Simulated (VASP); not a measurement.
# Cu (P6_3/mmc) in VASP: a series of runs

Cu is run at these levels: LDA; tasks: single point.

All numbers are computed with VASP 6.6.1; they aren't measurements. Logs are shortened: lines on timing, memory, paths and dates and some standing lists are left out, and cuts for length are marked.

### Step 1. The cell of the first run

The structure is hexagonal, space group P6_3/mmc (No. 194). The conventional cell has a = 2.531 Å, b = 2.531 Å, c = 8.262 Å, α = 90.00°, β = 90.00°, γ = 120.00°. Within 3.3 Å of Cu (site symmetry -6m2) lie 12 Cu at 2.53 Å. Cu (site symmetry -3m) has 12 Cu at 2.53 Å within 3.3 Å.

This isn't the form of Cu at room conditions, which is fcc.

### Step 2. Single point, LDA

Contents of INCAR:

```
SYSTEM = Cu
PREC     = Accurate       ! precision mode
ENCUT    = 520            ! plane-wave cutoff, eV
EDIFF    = 1E-6           ! SCF threshold, eV
ISMEAR   = -1             ! smearing method
SIGMA    = 0.05           ! smearing width, eV
LREAL    = .FALSE.        ! projectors in reciprocal space
LASPH    = .TRUE.         ! aspherical terms in the spheres
NELM     = 80             ! most SCF steps
ALGO     = Fast           ! electronic algorithm
ISIF     = 2              ! what is computed and relaxed
LWAVE    = .FALSE.        ! write WAVECAR
LCHARG   = .FALSE.        ! write CHGCAR
NBANDS   = 30             ! bands
```

Contents of KPOINTS:

```
regular mesh
0
G
  12 12 4
  0 0 0
```

Contents of POSCAR:

```
Cu
1.0
    2.5307640267      0.0000000000      0.0000000000
   -1.2653820134      2.1917059381      0.0000000000
    0.0000000000      0.0000000000      8.2618150800
Cu
4
Direct
    0.6666666667      0.3333333333      0.7500000000
    0.0000000000      0.0000000000      0.5000000000
    0.3333333333      0.6666666667      0.2500000000
    0.0000000000      0.0000000000      0.0000000000
```

Potentials or basis: VASP PAW LDA potentials, release 64 (Cu).

Started as:

```console
$ cat potpaw_LDA.64/Cu/POTCAR > POTCAR
$ mpirun -np 1 vasp_std > vasp.out
```

OUTCAR:

```text
SYSTEM = Cu
   PREC = Accurate
   ENCUT = 520
   EDIFF = 1E-6
   ISMEAR = -1
   LREAL = .FALSE.
   LASPH = .TRUE.
   NELM = 80
   ISIF = 2

 ion  position               nearest neighbor table
   1  0.667  0.333  0.750-   2 2.53   4 2.53   2 2.53   4 2.53   2 2.53   4 2.53
   2  0.000  0.000  0.500-   1 2.53   3 2.53   1 2.53   3 2.53   1 2.53   3 2.53
   3  0.333  0.667  0.250-   2 2.53   4 2.53   2 2.53   4 2.53   2 2.53   4 2.53
   4  0.000  0.000  0.000-   1 2.53   3 2.53   1 2.53   3 2.53   1 2.53   3 2.53

  LATTYP: Found a hexagonal cell.
 ALAT       =     2.5307640267
 C/A-ratio  =     3.2645537051

  Lattice vectors:

 A1 = (   2.5307640267,   0.0000000000,   0.0000000000)
 A2 = (  -1.2653820134,   2.1917059381,   0.0000000000)
 A3 = (   0.0000000000,   0.0000000000,   8.2618150800)

Analysis of symmetry for initial positions (statically):
=====================================================================
 Subroutine PRICEL returns:
 Original cell was already a primitive cell.

 Routine SETGRP: Setting up the symmetry group for a
 hexagonal supercell.

 Subroutine GETGRP returns: Found 24 space group operations
 (whereof 12 operations were pure point group operations)
 out of a pool of 24 trial point group operations.

The static configuration has the point symmetry D_3d.
 The point group associated with its full space group is D_6h.

Analysis of symmetry for dynamics (positions and initial velocities):
=====================================================================
 Subroutine PRICEL returns:
 Original cell was already a primitive cell.

 Routine SETGRP: Setting up the symmetry group for a
 hexagonal supercell.

 Subroutine GETGRP returns: Found 24 space group operations
 (whereof 12 operations were pure point group operations)
 out of a pool of 24 trial point group operations.

The dynamic configuration has the point symmetry D_3d.
 The point group associated with its full space group is D_6h.

 Subroutine INISYM returns: Found 24 space group operations
 (whereof 12 operations are pure point group operations),
 and found     1 'primitive' translations

----------------------------------------------------------------------------------------

                                     Primitive cell

  volume of cell :      45.8257

  direct lattice vectors                    reciprocal lattice vectors
     2.530764027  0.000000000  0.000000000     0.395137591  0.228132794  0.000000000
    -1.265382013  2.191705938  0.000000000     0.000000000  0.456265589  0.000000000
     0.000000000  0.000000000  8.261815080     0.000000000  0.000000000  0.121038778

  length of vectors
     2.530764027  2.530764027  8.261815080     0.456265589  0.456265589  0.121038778

  position of ions in fractional coordinates (direct lattice)
     0.666666667  0.333333333  0.750000000
     0.000000000  0.000000000  0.500000000
     0.333333333  0.666666667  0.250000000
     0.000000000  0.000000000  0.000000000

  ion indices of the primitive-cell ions
   primitive index   ion index
                 1           1
                 2           2
                 3           3
                 4           4

----------------------------------------------------------------------------------------

 KPOINTS: regular mesh

Automatic generation of k-mesh.
 Grid dimensions read from file:
 generate k-points for:   12   12    4

 Generating k-lattice:

  Cartesian coordinates                     Fractional coordinates (reciprocal lattice)
     0.032928133  0.019011066  0.000000000     0.083333333  0.000000000  0.000000000
     0.000000000  0.038022132  0.000000000     0.000000000  0.083333333  0.000000000
     0.000000000  0.000000000  0.030259694     0.000000000  0.000000000  0.250000000

  Length of vectors
     0.038022132  0.038022132  0.030259694

  Shift w.r.t. Gamma in fractional coordinates (k-lattice)
     0.000000000  0.000000000  0.000000000

 Subroutine IBZKPT returns following result:
 ===========================================

 Found     57 irreducible k-points:

 Following reciprocal coordinates:
            Coordinates               Weight
  0.000000  0.000000  0.000000      1.000000
  0.083333 -0.000000  0.000000      6.000000
  0.166667 -0.000000  0.000000      6.000000
  0.250000 -0.000000  0.000000      6.000000
  0.333333  0.000000  0.000000      6.000000
  0.416667  0.000000  0.000000      6.000000
[... 16 lines left out ...]
  0.250000 -0.000000  0.250000     12.000000
  0.333333  0.000000  0.250000     12.000000
 [... further k-points ...]
   k-points           NKPTS =     57   k-points in BZ     NKDIM =     57   number of bands    NBANDS=     30
   number of dos      NEDOS =    301   number of ions     NIONS =      4
   total plane-waves  NPLWV =  25600
   dimension x,y,z NGX =    20 NGY =   20 NGZ =   64
   dimension x,y,z NGXF=    40 NGYF=   40 NGZF=  128
   ions per type =               4
   NGX,Y,Z   is equivalent  to a cutoff of  13.14, 13.14, 12.88 a.u.
   NGXF,Y,Z  is equivalent  to a cutoff of  26.28, 26.28, 25.76 a.u.
 SYSTEM =  Cu
   PREC   = accura    normal or accurate (medium, high low for compatibility)
   ISTART =      0    job   : 0-new  1-cont  2-samecut
   ICHARG =      2    charge: 1-file 2-atom 10-const
   ISPIN  =      1    spin polarized calculation?
   LNONCOLLINEAR =      F non collinear calculations
   LSORBIT =      F    spin-orbit coupling
   LASPH  =      T    aspherical Exc in radial PAW
   ENCUT  =  520.0 eV  38.22 Ry    6.18 a.u.   4.71  4.71 15.36*2*pi/ulx,y,z
   NELM   =     80;   NELMIN=  2; NELMDL= -5     # of ELM steps
   EDIFF  = 0.1E-05   stopping-criterion for ELM
   LREAL  =      F    real-space projection
   EDIFFG = 0.1E-04   stopping-criterion for IOM
   NSW    =      0    number of steps for IOM
   IBRION =     -1    ionic relax: 0-MD 1-quasi-New 2-CG
   NFREE  =      0    steps in history (QN), initial steepest desc. (CG)
   ISIF   =      2    stress and relaxation
   ISYM   =      2    0-nonsym 1-usesym 2-fastsym
   POTIM  = 0.5000    time-step for ionic-motion
   TEBEG  =    0.0;   TEEND  =   0.0 temperature during run
   PSTRESS=    0.0 pullay stress
   NELECT =      44.0000    total number of electrons
   NUPDOWN=      -1.0000    fix difference up-down
   EMIN   =  10.00;   EMAX   =-10.00  energy-range for DOS
   EFERMI =   0.00;   METHOD = LEGACY
   ISMEAR =    -1;   SIGMA  =   0.05  broadening in eV -4-tet -1-fermi 0-gaus
   EFERMI_NEDOS =   21; number of points for ismear=-14 and -15
   IALGO  =     68    algorithm
   IMIX   =      4    mixing-type and parameters
     AMIX     =   0.40;   BMIX     =  1.00
     AMIX_MAG =   1.60;   BMIX_MAG =  1.00
  volume/ion in A,a.u.               =      11.46        77.31
  Fermi-wavevector in a.u.,A,eV,Ry     =   1.615062  3.052025 35.489789  2.608426
  Thomas-Fermi vector in A             =   2.709870
   LORBIT       =      0    0 simple, 1 ext, 2 COOP (PROOUT), +10 PAW based schemes
   GGA     = CA    functional components
   LHFCALC =     F    Hartree Fock is set to
   AEXX    =    0.0000 exact exchange contribution
   IVDW    =     0    specifies the selected vdW correction
   LEPSILON=     F    determine dielectric tensor
   LRPA    =     F    only Hartree local field effects (RPA)
 non-spin polarized calculation
 RMM-DIIS sequential band-by-band and
  energy-cutoff  :      520.00
  volume of cell :       45.83
 maximum number of plane-waves:      1250
 NGX is ok and might be reduce to    20
   NGX =  9   NGY =  9   NGZ = 31

 number of electron      43.9999989 magnetization

 Free energy of the ion-electron system (eV)
  ---------------------------------------------------
  ext. energy  EPLUGINS =         0.00000000
  ---------------------------------------------------
  free energy    TOTEN  =       -18.75724882 eV

  energy without entropy =      -18.74437431  energy(sigma->0) =      -18.75081156

 E-fermi :   7.6305     XC(G=0): -13.2809

 val. band max:        7.6018467033   @ k =   0.4167   0.0833   0.5000
 cond. band min:       7.7566414416   @ k =   0.5000  -0.0000   0.5000
 fundamental gap:      0.1547947383
 Fermi energy:         7.6304990459

 k-point     1 :       0.0000    0.0000    0.0000
  band No.  band energies     occupation
      1      -1.8567      2.00000
      2       0.2978      2.00000
      3       0.3127      2.00000
      4       2.4326      2.00000
      5       4.3028      2.00000
      6       4.3053      2.00000
[... 22 lines left out ...]
     29      29.9236      0.00000
     30      29.9485      0.00000

 k-point     2 :       0.0833   -0.0000    0.0000
  band No.  band energies     occupation
      1      -1.6274      2.00000
      2       0.5018      2.00000
      3       0.5164      2.00000
      4       2.5681      2.00000
      5       4.1945      2.00000
      6       4.2481      2.00000
[... 22 lines left out ...]
     29      27.9303      0.00000
     30      28.0257      0.00000

 k-point     3 :       0.1667   -0.0000    0.0000
  band No.  band energies     occupation
      1      -0.9560      2.00000
      2       1.0749      2.00000
      3       1.0882      2.00000
      4       2.9152      2.00000
      5       3.9971      2.00000
      6       4.1185      2.00000
[... 22 lines left out ...]
     29      24.2109      0.00000
     30      24.2601      0.00000

 k-point     4 :       0.2500   -0.0000    0.0000
  band No.  band energies     occupation
      1       0.0948      2.00000
      2       1.8488      2.00000
      3       1.8597      2.00000
      4       3.2421      2.00000
      5       3.8623      2.00000
      6       3.8651      2.00000
[... 616 lines left out ...]
     29      24.2944      0.00000
     30      25.3951      0.00000

 k-point    23 :       0.2500   -0.0000    0.2500
  band No.  band energies     occupation
      1       0.2197      2.00000
      2       1.1542      2.00000
      3       2.5480      2.00000
      4       3.2245      2.00000
      5       3.7621      2.00000
      6       3.7977      2.00000
[... 22 lines left out ...]
     29      21.6802      0.00000
     30      23.9445      0.00000

 k-point    24 :       0.3333    0.0000    0.2500
  band No.  band energies     occupation
      1       1.4348      2.00000
      2       2.0413      2.00000
      3       2.7964      2.00000
      4       3.2452      2.00000
      5       3.5119      2.00000
      6       3.5895      2.00000
[... 22 lines left out ...]
     29      20.4466      0.00000
     30      21.2357      0.00000

 [... further k-points ...]

------------------------ aborting loop because EDIFF is reached ----------------------------------------

  FORCE on cell =-STRESS in cart. coord.  units (eV):
  Direction    XX          YY          ZZ          XY          YZ          ZX
  --------------------------------------------------------------------------------------
  -------------------------------------------------------------------------------------
  Total       -2.0773300     -2.0773300     -2.2323181      0.0000000      0.0000000      0.0000000
  in kB      -72.6284303    -72.6284303    -78.0471868      0.0000000      0.0000000      0.0000000
  external PRESSURE =     -74.4346825 kB  Pullay stress =       0.0000000 kB

 VOLUME and BASIS-vectors are now :
 -----------------------------------------------------------------------------
  energy-cutoff  :      520.00
  volume of cell :       45.83
      direct lattice vectors                 reciprocal lattice vectors
     2.530764027  0.000000000  0.000000000     0.395137591  0.228132794  0.000000000
    -1.265382013  2.191705938  0.000000000     0.000000000  0.456265589  0.000000000
     0.000000000  0.000000000  8.261815080     0.000000000  0.000000000  0.121038778

 POSITION                                       TOTAL-FORCE (eV/Angst)
 -----------------------------------------------------------------------------------
      1.26538      0.73057      6.19636         0.000000      0.000000      0.000000
      0.00000      0.00000      4.13091         0.000000      0.000000     -0.000000
     -0.00000      1.46114      2.06545        -0.000000      0.000000     -0.000000
      0.00000      0.00000      0.00000        -0.000000      0.000000     -0.000000
 -----------------------------------------------------------------------------------
    total drift:                                0.000000     -0.000000      0.000000

  FREE ENERGIE OF THE ION-ELECTRON SYSTEM (eV)
  ---------------------------------------------------
  free  energy   TOTEN  =       -18.7572488165 eV

  energy  without entropy=      -18.7443743102  energy(sigma->0) =      -18.75081156
```

It took 1.9 min on 1 thread of Intel Xeon 8259CL, shared host; peak memory 0.18 GiB.

What came out:

| Property | Result |
| --- | --- |
| Free energy | -18.7572 eV |
| Pressure | -7.4 GPa |
| Band gap on the k mesh | zero (bands 22 and 23 overlap by 5.28 eV) |

Caveat: the cell stands under tension.

[end of part 1 of 2]
